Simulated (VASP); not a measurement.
# Al (I4_1/amd) in VASP: notebook, part 2 of 2

VASP 6.6.1.

### Step 3. Single point, PBE

The input, INCAR:

```
PREC = Accurate
ENCUT = 520
EDIFF = 1E-7
ISMEAR = -1
SIGMA = 0.08
LREAL = F
LASPH = T
NELM = 80
ALGO = Normal
ISIF = 2
LWAVE = F
LCHARG = F
GGA = PE
NBANDS = 10
```

The input, KPOINTS:

```
regular mesh
0
Gamma
  21 21 21
```

The input, POSCAR:

```
Al
1.0
   -1.8759864576      1.8759864576      1.0067224176
    1.8759864576     -1.8759864576      1.0067224176
    1.8759864576      1.8759864576     -1.0067224176
Al
2
Direct
   -0.3750000000     -0.1250000000     -0.2500000000
    0.3750000000      0.1250000000      0.2500000000
```

Potentials or basis: VASP PAW PBE potentials, release 64 (Al).

On the command line:

```
cat potpaw_PBE.64/Al/POTCAR > POTCAR
mpirun -np 1 vasp_std > vasp.out
```

OUTCAR:

```text
PREC = Accurate
   ENCUT = 520
   EDIFF = 1E-7
   ISMEAR = -1
   LREAL = F
   LASPH = T
   NELM = 80
   ISIF = 2
   GGA = PE

 ion  position               nearest neighbor table
   1  0.625  0.875  0.750-   2 1.94   2 1.94   2 1.94   2 1.94   2 2.41   2 2.41   2 2.41   2 2.41
                             2 3.14   2 3.14
   2  0.375  0.125  0.250-   1 1.94   1 1.94   1 1.94   1 1.94   1 2.41   1 2.41   1 2.41   1 2.41
                             1 3.14   1 3.14

  LATTYP: Found a body centered tetragonal cell.
[... 507 lines left out ...]

  FORCE on cell =-STRESS in cart. coord.  units (eV):
  Direction    XX          YY          ZZ          XY          YZ          ZX
  --------------------------------------------------------------------------------------
  -------------------------------------------------------------------------------------
  Total       35.5898600     35.5898600     35.7267821     -0.0000000     -0.0000000      0.0000000
  in kB     4023.5345381   4023.5345381   4039.0139613     -0.0000000     -0.0000000      0.0000000
  external PRESSURE =    4028.6943458 kB  Pullay stress =       0.0000000 kB

 VOLUME and BASIS-vectors are now :
 -----------------------------------------------------------------------------
  energy-cutoff  :      520.00
  volume of cell :       14.17
      direct lattice vectors                 reciprocal lattice vectors
    -1.875986458  1.875986458  1.006722418     0.000000000  0.266526444  0.496661236
     1.875986458 -1.875986458  1.006722418     0.266526444  0.000000000  0.496661236
     1.875986458  1.875986458 -1.006722418     0.266526444  0.266526444  0.000000000

 POSITION                                       TOTAL-FORCE (eV/Angst)
 -----------------------------------------------------------------------------------
      1.87599      0.93799      0.75504         0.000000     -0.000000      0.000000
     -0.00000      0.93799      0.25168        -0.000000      0.000000     -0.000000
 -----------------------------------------------------------------------------------
    total drift:                                0.000000     -0.000000     -0.000000

  FREE ENERGIE OF THE ION-ELECTRON SYSTEM (eV)
  ---------------------------------------------------
  free  energy   TOTEN  =         6.9303613309 eV

  energy  without entropy=        6.9402066685  energy(sigma->0) =        6.93528400
```

It took 2 min on 1 thread of Intel Xeon 8259CL, shared host; peak memory 0.21 GiB.

What came out:

```yaml
Free_energy: 6.9304 eV
Pressure: 402.9 GPa
Band_gap_on_the_k_mesh: zero (bands 3 and 4 overlap by 11.19 eV)
```

Stress tensor (GPa, compression positive):
```
402.35   0.00   0.00
  0.00 402.35   0.00
  0.00   0.00 403.90
```

Caveat: the cell stands under pressure.

### Step 4. Relaxation of cell and atoms, PBE, target pressure 400 GPa, at which the enthalpy is minimised

This run uses another cell than the first one, of 6.99 Å³/atom.

The input, INCAR:

```
PREC = Accurate
ENCUT = 600
EDIFF = 1E-6
ISMEAR = -1
SIGMA = 0.08
LREAL = False
LASPH = True
NELM = 60
ALGO = Normal
ISIF = 3
LWAVE = False
LCHARG = False
GGA = PE
IBRION = 2
NSW = 60
EDIFFG = -0.005
PSTRESS = 4000.0
```

The input, KPOINTS:

```
Automatic mesh
0
Gamma
  21 21 21
```

The input, POSCAR:

```
Al
1.0
   -1.8524515653      1.8524515653      1.0188483609
    1.8524515653     -1.8524515653      1.0188483609
    1.8524515653      1.8524515653     -1.0188483609
Al
2
Direct
   -0.3750000000     -0.1250000000     -0.2500000000
    0.3750000000      0.1250000000      0.2500000000
```

Potentials or basis: VASP PAW PBE potentials, release 64 (Al).

On the command line:

```
cat potpaw_PBE.64/Al/POTCAR > POTCAR
mpirun -np 1 vasp_std > vasp.out
```

OUTCAR:

```text
PREC = Accurate
   ENCUT = 600
   EDIFF = 1E-6
   ISMEAR = -1
   LREAL = False
   LASPH = True
   NELM = 60
   ISIF = 3
   GGA = PE
   IBRION = 2
   NSW = 60
   EDIFFG = -0.005
   PSTRESS = 4000.0

 ion  position               nearest neighbor table
   1  0.625  0.875  0.750-   2 1.92   2 1.92   2 1.92   2 1.92   2 2.40   2 2.40   2 2.40   2 2.40
                             2 3.15   2 3.15
   2  0.375  0.125  0.250-   1 1.92   1 1.92   1 1.92   1 1.92   1 2.40   1 2.40   1 2.40   1 2.40
                             1 3.15   1 3.15

  LATTYP: Found a body centered tetragonal cell.
 ALAT       =     3.7049031306
 C/A-ratio  =     0.5500000000

  Lattice vectors:

 A1 = (  -1.8524515653,   1.8524515653,   1.0188483609)
 A2 = (   1.8524515653,  -1.8524515653,   1.0188483609)
 A3 = (   1.8524515653,   1.8524515653,  -1.0188483609)

Analysis of symmetry for initial positions (statically):
[... 412 lines left out ...]

 E-fermi :  20.6448     XC(G=0): -13.7353

 val. band max:       20.6418466525   @ k =   0.2857   0.2381   0.0476
 cond. band min:      20.6454516604   @ k =  -0.3810   0.3810   0.0952
 fundamental gap:      0.0036050079
 Fermi energy:        20.6448126429

 k-point     1 :       0.0000    0.0000    0.0000
  band No.  band energies     occupation
      1       2.3744      2.00000
      2      18.5102      2.00000
      3      20.8783      0.10246
      4      20.8783      0.10246
      5      25.1198      0.00000
      6      32.1166      0.00000
      7      35.2851      0.00000
[... 221 lines left out ...]
 k-point    24 :      -0.3810    0.0476   -0.0000
  band No.  band energies     occupation
      1       7.6778      2.00000
      2      17.2286      2.00000
      3      18.9893      2.00000
      4      22.4948      0.00000
      5      25.6289      0.00000
      6      27.5032      0.00000
      7      30.9109      0.00000

 [... further k-points ...]

------------------------ aborting loop because EDIFF is reached ----------------------------------------

  FORCE on cell =-STRESS in cart. coord.  units (eV):
  Direction    XX          YY          ZZ          XY          YZ          ZX
  --------------------------------------------------------------------------------------
  -------------------------------------------------------------------------------------
  Total       35.4719041     35.4719041     35.4679794     -0.0000000      0.0000000     -0.0000000
  in kB     4000.1442190   4000.1442190   3999.7016368     -0.0000000      0.0000000     -0.0000000
  external PRESSURE =      -0.0033084 kB  Pullay stress =    4000.0000000 kB
[... 21 lines left out ...]
  energy  without entropy=        6.8503596374  energy(sigma->0) =        6.84539700

  enthalpy is  TOTEN    =        42.3110595668 eV   P V=       35.4706252115

 reached required accuracy - stopping structural energy minimisation
```

Wall time 4.8 min (1 thread of Intel Xeon 8259CL, shared host); peak memory 0.21 GiB.

Results:

* Free energy: 6.8404 eV
* Relaxed volume: 7.10 Å³/atom
* Relaxed cell: a = 2.839 Å, b = 2.839 Å, c = 2.839 Å, α = 97.24°, β = 97.24°, γ = 138.41°
* Space group after relaxing (to 0.1 Å): I4_1/amd (No. 141)
* Energy change on relaxing (the run minimises the enthalpy): -295.0 meV/atom
* Ionic steps: 7
* Pressure after relaxing: 400.0 GPa
* Band gap on the k mesh: zero (bands 3 and 4 overlap by 11.19 eV)

The path:
```
step  energy change (eV)  largest force (eV/Å)  pressure (GPa)  volume (Å³)
   1              0.0000                0.0000          416.18        13.99
   2             -3.2692                0.0000          320.27        15.44
   3             -0.8268                0.0000          391.93        14.30
   4             -0.7711                0.0000          393.56        14.28
   5              0.0035                0.0000          420.59        13.99
   6             -0.5951                0.0000          399.82        14.21
   7             -0.5900                0.0000          400.00        14.21
```

Final structure:
```cif
data_structure
_symmetry_space_group_name_H-M 'P 1'
_symmetry_Int_Tables_number 1
_cell_length_a 2.8395
_cell_length_b 2.8395
_cell_length_c 2.8395
_cell_angle_alpha 97.242
_cell_angle_beta 97.242
_cell_angle_gamma 138.408
_cell_volume 14.21
loop_
_atom_site_label
_atom_site_type_symbol
_atom_site_fract_x
_atom_site_fract_y
_atom_site_fract_z
_atom_site_occupancy
Al1 Al 0.62500 0.87500 0.75000 1
Al2 Al 0.37500 0.12500 0.25000 1
```

Caveat: the cell is relaxed towards a set pressure, so the run minimises the enthalpy, not the energy.

### Step 5. Overview

```tsv
task	cell	cutoff (eV)	gap on the mesh (eV)	pressure (GPa)
single point	a = 2.837 Å, angles 97.2, 97.2, 138.4°, 2 atoms	520	none	403.4
single point	a = 2.838 Å, angles 97.2, 97.2, 138.4°, 2 atoms	520	none	402.9
relaxation of cell and atoms	relaxed to 400 GPa from a = 2.811 Å, angles 97.5, 97.5, 137.5°, 2 atoms	600	none	400.0
```

Alike in all rows: level PBE; potentials or basis VASP PAW PBE potentials, release 64 (Al); no spin polarisation; k mesh 21 × 21 × 21; smearing fermi-dirac 0.08 eV.

Caveats: the cell stands under pressure (at least some runs); the cell is relaxed towards a set pressure, so the run minimises the enthalpy, not the energy (at least some runs).

Total energies depend on the potentials used, so only differences within one code and one set of settings carry meaning.
